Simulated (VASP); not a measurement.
# Ca (P6_3/mmc) in VASP: further runs, part 2 of 2

VASP 6.6.1.

### Step 4. Relaxation of cell and atoms, PBEsol

This run uses another cell than the first one, of 44.72 Å³/atom.

INCAR reads:

```
SYSTEM = Ca
ALGO = Normal ; EDIFF = 1E-6
EDIFFG = -0.01 ; ENCUT = 600
GGA = PS ; IBRION = 2
ISIF = 3 ; ISMEAR = -1
LASPH = .True. ; LCHARG = .False.
LREAL = .False. ; LWAVE = .False.
NELM = 60 ; NSW = 60
PREC = Accurate ; SIGMA = 0.05
```

KPOINTS reads:

```
k-points
0
Gamma
  8 8 4
  0 0 0
```

POSCAR reads:

```
Ca
1.0
    3.9800000000      0.0000000000      0.0000000000
   -1.9900000000      3.4467811071      0.0000000000
    0.0000000000      0.0000000000      6.5200000000
Ca
2
Direct
    0.6666666667      0.3333333333      0.7500000000
    0.3333333333      0.6666666667      0.2500000000
```

Potentials or basis: VASP PAW PBE potentials, release 64 (Ca_sv).

The run is started by

```
> cat potpaw_PBE.64/Ca_sv/POTCAR > POTCAR
> mpirun -np 1 vasp_std > vasp.out
```

OUTCAR:

```text
SYSTEM = Ca
   EDIFF = 1E-6
   EDIFFG = -0.01
   ENCUT = 600
   GGA = PS
   IBRION = 2
   ISIF = 3
   ISMEAR = -1
   LASPH = .True.
   LREAL = .False.
   NELM = 60
   NSW = 60
   PREC = Accurate

 ion  position               nearest neighbor table
   1  0.667  0.333  0.750-
   2  0.333  0.667  0.250-

  LATTYP: Found a hexagonal cell.
 ALAT       =     3.9800000000
 C/A-ratio  =     1.6381909548

  Lattice vectors:

 A1 = (   3.9800000000,   0.0000000000,   0.0000000000)
 A2 = (  -1.9900000000,   3.4467811071,   0.0000000000)
 A3 = (   0.0000000000,   0.0000000000,   6.5200000000)

Analysis of symmetry for initial positions (statically):
=====================================================================
 Subroutine PRICEL returns:
 Original cell was already a primitive cell.

 Routine SETGRP: Setting up the symmetry group for a
 hexagonal supercell.

 Subroutine GETGRP returns: Found 24 space group operations
 (whereof 12 operations were pure point group operations)
 out of a pool of 24 trial point group operations.

The static configuration has the point symmetry D_3d.
 The point group associated with its full space group is D_6h.

Analysis of symmetry for dynamics (positions and initial velocities):
=====================================================================
 Subroutine PRICEL returns:
 Original cell was already a primitive cell.

 Routine SETGRP: Setting up the symmetry group for a
 hexagonal supercell.

 Subroutine GETGRP returns: Found 24 space group operations
 (whereof 12 operations were pure point group operations)
 out of a pool of 24 trial point group operations.

The dynamic configuration has the point symmetry D_3d.
 The point group associated with its full space group is D_6h.

 Subroutine INISYM returns: Found 24 space group operations
 (whereof 12 operations are pure point group operations),
 and found     1 'primitive' translations

[... 132 lines left out ...]

--------------------------------------- Ionic step        1  -------------------------------------------

 number of electron      20.0000003 magnetization

 Free energy of the ion-electron system (eV)
  ---------------------------------------------------
  ext. energy  EPLUGINS =         0.00000000
  ---------------------------------------------------
  free energy    TOTEN  =        -4.23739714 eV

  energy without entropy =       -4.22099583  energy(sigma->0) =       -4.22919649

------------------------ aborting loop because EDIFF is reached ----------------------------------------

  FORCE on cell =-STRESS in cart. coord.  units (eV):
  Direction    XX          YY          ZZ          XY          YZ          ZX
  --------------------------------------------------------------------------------------
  -------------------------------------------------------------------------------------
  Total       -0.8285126     -0.8285126     -0.6906222      0.0000000     -0.0000000      0.0000000
  in kB      -14.8410746    -14.8410746    -12.3710561      0.0000000     -0.0000000      0.0000000
  external PRESSURE =     -14.0177351 kB  Pullay stress =       0.0000000 kB
[... 275 lines left out ...]
--------------------------------------- Ionic step        9  -------------------------------------------

 number of electron      19.9999999 magnetization

 Free energy of the ion-electron system (eV)
  ---------------------------------------------------
  ext. energy  EPLUGINS =         0.00000000
  ---------------------------------------------------
  free energy    TOTEN  =        -4.27385657 eV

  energy without entropy =       -4.25934558  energy(sigma->0) =       -4.26660108

 E-fermi :   2.0493     XC(G=0):  -7.9184

 val. band max:        1.9553992840   @ k =   0.3750   0.2500   0.5000
 cond. band min:       2.0651433005   @ k =   0.2500   0.1250   0.0000
 fundamental gap:      0.1097440164
 Fermi energy:         2.0492873126

 k-point     1 :       0.0000    0.0000    0.0000
  band No.  band energies     occupation
      1     -39.7339      2.00000
      2     -39.7186      2.00000
      3     -20.8683      2.00000
      4     -20.7452      2.00000
      5     -20.7452      2.00000
      6     -20.7250      2.00000
      7     -20.7250      2.00000
      8     -20.7146      2.00000
      9      -2.0728      2.00000
     10       0.9492      2.00000
     11       1.8356      1.97254
     12       4.3164      0.00000
     13       4.3892      0.00000
     14       4.3892      0.00000
[... 377 lines left out ...]
      1     -39.7164      2.00000
      2     -39.7164      2.00000
      3     -20.8610      2.00000
      4     -20.8610      2.00000
      5     -20.7611      2.00000
      6     -20.7611      2.00000
      7     -20.7593      2.00000
      8     -20.7593      2.00000
      9       0.6937      2.00000
     10       0.6937      2.00000
     11       2.6846      0.00001
     12       2.6846      0.00001
     13       3.5811      0.00000
     14       3.5811      0.00000

 [... further k-points ...]
[... 5 lines left out ...]
  --------------------------------------------------------------------------------------
  -------------------------------------------------------------------------------------
  Total        0.0175951      0.0175951      0.0150677     -0.0000000      0.0000000     -0.0000000
  in kB        0.3454852      0.3454852      0.2958606     -0.0000000      0.0000000     -0.0000000
  external PRESSURE =       0.3289437 kB  Pullay stress =       0.0000000 kB
[... 17 lines left out ...]
  FREE ENERGIE OF THE ION-ELECTRON SYSTEM (eV)
  ---------------------------------------------------
  free  energy   TOTEN  =        -4.2738565699 eV

  energy  without entropy=       -4.2593455803  energy(sigma->0) =       -4.26660108

 reached required accuracy - stopping structural energy minimisation
```

OSZICAR:

```text
N       E                     dE             d eps       ncg     rms          rms(c)
DAV:   1     0.185152605802E+03    0.18515E+03   -0.10885E+04   840   0.142E+03
[... 70 lines left out ...]
DAV:   5    -0.427385651788E+01    0.20830E-07   -0.29535E-07   522   0.623E-03
   8 F= -.42738565E+01 E0= -.42666460E+01  d E =-.239618E-03
       N       E                     dE             d eps       ncg     rms          rms(c)
DAV:   1    -0.427408855971E+01   -0.23202E-03   -0.16024E-02   840   0.127E+00    0.880E-02
DAV:   2    -0.427393380926E+01    0.15475E-03   -0.26728E-04   960   0.182E-01    0.516E-02
DAV:   3    -0.427385649164E+01    0.77318E-04   -0.17718E-04  1080   0.123E-01    0.350E-03
DAV:   4    -0.427385656986E+01   -0.78222E-07   -0.52959E-06  1014   0.295E-02
   9 F= -.42738566E+01 E0= -.42666011E+01  d E =-.239670E-03
```

Wall time 3.3 min (1 thread of Intel Xeon 8259CL, shared host); peak memory 0.25 GiB.

Results:

- Free energy: -4.2739 eV
- Relaxed volume: 40.80 Å³/atom
- Relaxed cell: a = 3.846 Å, b = 3.846 Å, c = 6.371 Å, α = 90.00°, β = 90.00°, γ = 120.00°
- Space group after relaxing (to 0.1 Å): P6_3/mmc (No. 194)
- Energy gained by relaxing: 18.2 meV/atom
- Ionic steps: 9
- Pressure after relaxing: 0.0 GPa
- Band gap on the k mesh: zero (bands 10 and 11 overlap by 0.48 eV)

Step by step:
```csv
step,energy change (eV),largest force (eV/Å),pressure (GPa),volume (Å³)
1,0.0000,0.0000,-1.40,89.44
2,-0.0313,0.0000,-0.56,84.47
3,-0.0362,0.0000,-0.04,81.95
4,-0.0362,0.0000,0.01,81.74
5,-0.0362,0.0000,0.04,81.59
6,-0.0364,0.0000,0.04,81.60
7,-0.0365,0.0000,0.04,81.60
8,-0.0365,0.0000,0.03,81.60
9,-0.0365,0.0000,0.03,81.60
```

Final structure:
```
Ca
1.0
     3.84572    0.00000    0.00000
    -1.92286    3.33049    0.00000
     0.00000    0.00000    6.37069
Ca
2
Direct
  0.66667 0.33333 0.75000
  0.33333 0.66667 0.25000
```

Levels at points of the mesh, in eV from the Fermi level:
```csv
k point,band 8,band 9,band 10,band 11,band 12,band 13
"(0.00, 0.00, 0.00)",-22.76,-4.12,-1.10,-0.21,2.27,2.34
"(0.50, 0.00, 0.00)",-22.80,-1.11,-0.66,0.19,0.37,1.39
"(0.00, 0.00, 0.50)",-22.78,-3.10,-3.10,1.37,1.37,2.34
"(0.50, 0.00, 0.50)",-22.81,-0.71,-0.71,0.15,0.15,1.46
```

Caveat: the PAW data sets were made with another functional, which shifts forces and pressure a little.

### Step 5. Relaxation of cell and atoms, PBEsol, target pressure 2 GPa, at which the enthalpy is minimised

This run uses another cell than the first one, of 44.72 Å³/atom.

INCAR reads:

```
PREC = Accurate
ENCUT = 600
EDIFF = 1E-6
ISMEAR = -1
SIGMA = 0.05
LREAL = False
LASPH = True
NELM = 100
ALGO = Normal
ISIF = 3
LWAVE = False
LCHARG = False
GGA = PS
IBRION = 2
NSW = 60
EDIFFG = -0.01
PSTRESS = 20.0
```

KPOINTS reads:

```
regular mesh
0
Gamma
  8 8 4
```

POSCAR is that of step 4.

Potentials or basis: VASP PAW PBE potentials, release 64 (Ca_sv).

The run is started by

```
> cat potpaw_PBE.64/Ca_sv/POTCAR > POTCAR
> mpirun -np 1 vasp_std > vasp.out
```

OUTCAR:

```text
PREC = Accurate
   ENCUT = 600
   EDIFF = 1E-6
   ISMEAR = -1
   LREAL = False
   LASPH = True
   NELM = 100
   ISIF = 3
   GGA = PS
   IBRION = 2
   NSW = 60
   EDIFFG = -0.01
   PSTRESS = 20.0

 ion  position               nearest neighbor table
   1  0.667  0.333  0.750-
   2  0.333  0.667  0.250-

  LATTYP: Found a hexagonal cell.
 ALAT       =     3.9800000000
 C/A-ratio  =     1.6381909548

  Lattice vectors:

 A1 = (   3.9800000000,   0.0000000000,   0.0000000000)
 A2 = (  -1.9900000000,   3.4467811071,   0.0000000000)
 A3 = (   0.0000000000,   0.0000000000,   6.5200000000)

Analysis of symmetry for initial positions (statically):
=====================================================================
 Subroutine PRICEL returns:
 Original cell was already a primitive cell.

 Routine SETGRP: Setting up the symmetry group for a
 hexagonal supercell.

 Subroutine GETGRP returns: Found 24 space group operations
 (whereof 12 operations were pure point group operations)
 out of a pool of 24 trial point group operations.

[... 172 lines left out ...]
  -------------------------------------------------------------------------------------
  Total       -0.8285126     -0.8285126     -0.6906222      0.0000000     -0.0000000      0.0000000
  in kB      -14.8410746    -14.8410746    -12.3710561      0.0000000     -0.0000000      0.0000000
  external PRESSURE =     -34.0177351 kB  Pullay stress =      20.0000000 kB
[... 177 lines left out ...]
--------------------------------------- Ionic step        6  -------------------------------------------

 number of electron      20.0000000 magnetization

 Free energy of the ion-electron system (eV)
  ---------------------------------------------------
  ext. energy  EPLUGINS =         0.00000000
  ---------------------------------------------------
  free energy    TOTEN  =        -4.23099888 eV

  energy without entropy =       -4.21599250  energy(sigma->0) =       -4.22349569

 E-fermi :   2.4218     XC(G=0):  -8.2212

 val. band max:        2.3360847219   @ k =   0.2500  -0.0000   0.0000
 cond. band min:       2.4264424013   @ k =   0.2500   0.1250   0.0000
 fundamental gap:      0.0903576795
 Fermi energy:         2.4218193260

 k-point     1 :       0.0000    0.0000    0.0000
  band No.  band energies     occupation
      1     -39.1414      2.00000
      2     -39.1180      2.00000
      3     -20.3174      2.00000
      4     -20.1422      2.00000
      5     -20.1422      2.00000
      6     -20.1149      2.00000
      7     -20.1149      2.00000
      8     -20.1035      2.00000
      9      -1.8514      2.00000
     10       1.2843      2.00000
     11       2.2974      1.84665
     12       4.8010      0.00000
     13       4.8879      0.00000
     14       4.8879      0.00000
[... 377 lines left out ...]
      1     -39.1145      2.00000
      2     -39.1145      2.00000
      3     -20.3051      2.00000
      4     -20.3051      2.00000
      5     -20.1646      2.00000
      6     -20.1646      2.00000
      7     -20.1645      2.00000
      8     -20.1645      2.00000
      9       1.0582      2.00000
     10       1.0582      2.00000
     11       3.0903      0.00000
     12       3.0903      0.00000
     13       4.0193      0.00000
     14       4.0193      0.00000

 [... further k-points ...]
[... 5 lines left out ...]
  --------------------------------------------------------------------------------------
  -------------------------------------------------------------------------------------
  Total        0.9226139      0.9226139      0.9444880      0.0000000      0.0000000      0.0000000
  in kB       19.8618865     19.8618865     20.3327883      0.0000000      0.0000000      0.0000000
  external PRESSURE =       0.0188537 kB  Pullay stress =      20.0000000 kB
[... 21 lines left out ...]
  energy  without entropy=       -4.2159924972  energy(sigma->0) =       -4.22349569

  enthalpy is  TOTEN    =        -3.3019693820 eV   P V=        0.9290294993

 reached required accuracy - stopping structural energy minimisation
```

OSZICAR:

```text
N       E                     dE             d eps       ncg     rms          rms(c)
DAV:   1     0.185152605802E+03    0.18515E+03   -0.10885E+04   840   0.142E+03
DAV:   2     0.529632558982E+01   -0.17986E+03   -0.17854E+03   924   0.382E+02
DAV:   3    -0.380499018134E+01   -0.91013E+01   -0.90513E+01  1674   0.652E+01
DAV:   4    -0.422835982883E+01   -0.42337E+00   -0.42289E+00  1116   0.132E+01
[... 49 lines left out ...]
DAV:   1    -0.423154969654E+01   -0.61670E-03   -0.38158E-02   840   0.196E+00    0.136E-01
DAV:   2    -0.423117896905E+01    0.37073E-03   -0.64924E-04   954   0.275E-01    0.797E-02
DAV:   3    -0.423099847084E+01    0.18050E-03   -0.42668E-04  1080   0.185E-01    0.571E-03
DAV:   4    -0.423099862187E+01   -0.15102E-06   -0.11953E-05   972   0.440E-02    0.339E-03
DAV:   5    -0.423099888130E+01   -0.25943E-06   -0.43034E-07   522   0.773E-03
   6 F= -.33019694E+01 E0= -.32944662E+01  d E =-.653162E-03
```

Run time: 2.5 min. Hardware: 1 thread of Intel Xeon 8259CL, shared host; peak memory 0.26 GiB.

Results:

* Free energy: -4.2310 eV
* Relaxed volume: 37.21 Å³/atom
* Relaxed cell: a = 3.728 Å, b = 3.728 Å, c = 6.185 Å, α = 90.00°, β = 90.00°, γ = 120.00°
* Space group after relaxing (to 0.1 Å): P6_3/mmc (No. 194)
* Energy change on relaxing (the run minimises the enthalpy): +3.2 meV/atom
* Ionic steps: 6
* Pressure after relaxing: 2.0 GPa
* Band gap on the k mesh: zero (bands 10 and 11 overlap by 0.35 eV)

The path:
```tsv
step	energy change (eV)	largest force (eV/Å)	pressure (GPa)	volume (Å³)
1	0.0000	0.0000	-1.40	89.44
2	-0.0235	0.0000	1.03	77.71
3	0.0027	0.0000	1.90	74.79
4	0.0069	0.0000	2.01	74.44
5	0.0065	0.0000	2.00	74.43
6	0.0064	0.0000	2.00	74.42
```

Final structure:
```xyz
2
Lattice="3.7276 0.0000 0.0000 -1.8638 3.2282 0.0000 0.0000 0.0000 6.1847" Properties=species:S:1:pos:R:3 pbc="T T T"
Ca    1.8638    1.0761    4.6385
Ca    0.0000    2.1521    1.5462
```

Caveat: the cell is relaxed towards a set pressure, so the run minimises the enthalpy, not the energy; the volume moved by over 15 % at a fixed basis, so the end points are rough; the PAW data sets were made with another functional, which shifts forces and pressure a little.

### Step 6. Relaxation of cell and atoms, PBEsol, target pressure 5 GPa, at which the enthalpy is minimised

This run uses another cell than the first one, of 44.72 Å³/atom.

INCAR reads:

```
ALGO     = Normal         # electronic algorithm
EDIFF    = 1E-7           # SCF threshold, eV
EDIFFG   = -0.01          # ionic threshold
ENCUT    = 600            # plane-wave cutoff, eV
GGA      = PS             # functional
IBRION   = 2              # ionic algorithm
ISIF     = 3              # what is computed and relaxed
ISMEAR   = -1             # smearing method
LASPH    = True           # aspherical terms in the spheres
LCHARG   = False          # write CHGCAR
LREAL    = False          # projectors in reciprocal space
LWAVE    = False          # write WAVECAR
NELM     = 60             # most SCF steps
NSW      = 60             # ionic steps
PREC     = Accurate       # precision mode
PSTRESS  = 50.0         
SIGMA    = 0.05           # smearing width, eV
```

KPOINTS reads:

```
k-points
0
Gamma
  8 8 4
```

POSCAR is that of step 5.

Potentials or basis: VASP PAW PBE potentials, release 64 (Ca_sv).

The run is started by

```
> cat potpaw_PBE.64/Ca_sv/POTCAR > POTCAR
> mpirun -np 1 vasp_std > vasp.out
```

Run time: 4.3 min. Hardware: 1 thread of Intel Xeon 8259CL, shared host; peak memory 0.26 GiB.

It converged, with:

* Free energy: -4.0687 eV
* Relaxed volume: 33.41 Å³/atom
* Relaxed cell: a = 3.598 Å, b = 3.598 Å, c = 5.960 Å, α = 90.00°, β = 90.00°, γ = 120.00°
* Space group after relaxing (to 0.1 Å): P6_3/mmc (No. 194)
* Energy change on relaxing (the run minimises the enthalpy): +84.4 meV/atom
* Ionic steps: 8
* Pressure after relaxing: 5.0 GPa
* Band gap on the k mesh: zero (bands 10 and 11 overlap by 0.21 eV)

Step by step:
```csv
step,energy change (eV),largest force (eV/Å),pressure (GPa),volume (Å³)
1,0.0000,0.0000,-1.40,89.44
2,0.1275,0.0000,4.34,68.25
3,0.1651,0.0000,4.92,66.95
4,0.1778,0.0000,5.11,66.54
5,0.1707,0.0000,5.01,66.76
6,0.1652,0.0000,4.94,66.93
7,0.1657,0.0000,4.94,66.91
8,0.1687,0.0000,4.99,66.82
```

Final structure:
```xyz
2
Lattice="3.5979 0.0000 0.0000 -1.7989 3.1158 0.0000 0.0000 0.0000 5.9603" Properties=species:S:1:pos:R:3 pbc="T T T"
Ca    1.7989    1.0386    4.4702
Ca    0.0000    2.0772    1.4901
```

Levels at points of the mesh, in eV from the Fermi level:
```csv
k point,band 8,band 9,band 10,band 11,band 12,band 13
"(0.00, 0.00, 0.00)",-22.25,-4.45,-1.18,0.03,2.51,2.60
"(0.50, 0.00, 0.00)",-22.30,-1.11,-0.59,0.02,0.30,1.61
"(0.00, 0.00, 0.50)",-22.28,-3.24,-3.24,1.48,1.48,2.60
"(0.50, 0.00, 0.50)",-22.33,-0.84,-0.84,0.37,0.37,1.59
```

Caveat: the cell is relaxed towards a set pressure, so the run minimises the enthalpy, not the energy; the volume moved by over 15 % at a fixed basis, so the end points are rough; the PAW data sets were made with another functional, which shifts forces and pressure a little.

### Step 7. The runs side by side

```tsv
task	cell	cutoff (eV)	gap on the mesh (eV)	pressure (GPa)
single point	a = 3.725, b = 3.725, c = 6.186 Å, angles 90.0, 90.0, 120.0°, 2 atoms	520	none	2.0
single point	a = 3.845, b = 3.845, c = 6.372 Å, angles 90.0, 90.0, 120.0°, 2 atoms	520	none	0.0
relaxation of cell and atoms	relaxed from a = 3.980, b = 3.980, c = 6.520 Å, angles 90.0, 90.0, 120.0°, 2 atoms	600	none	0.0
relaxation of cell and atoms	relaxed to 2 GPa from a = 3.980, b = 3.980, c = 6.520 Å, angles 90.0, 90.0, 120.0°, 2 atoms	600	none	2.0
relaxation of cell and atoms	relaxed to 5 GPa from a = 3.980, b = 3.980, c = 6.520 Å, angles 90.0, 90.0, 120.0°, 2 atoms	600	none	5.0
```

Alike in all rows: level PBEsol; potentials or basis VASP PAW PBE potentials, release 64 (Ca_sv); no spin polarisation; k mesh 8 × 8 × 4; smearing fermi-dirac 0.05 eV.

Caveats: the PAW data sets were made with another functional, which shifts forces and pressure a little; the cell is relaxed towards a set pressure, so the run minimises the enthalpy, not the energy (at least some runs); the volume moved by over 15 % at a fixed basis, so the end points are rough (at least some runs).

Absolute energies hang on the potentials; compare differences alone.
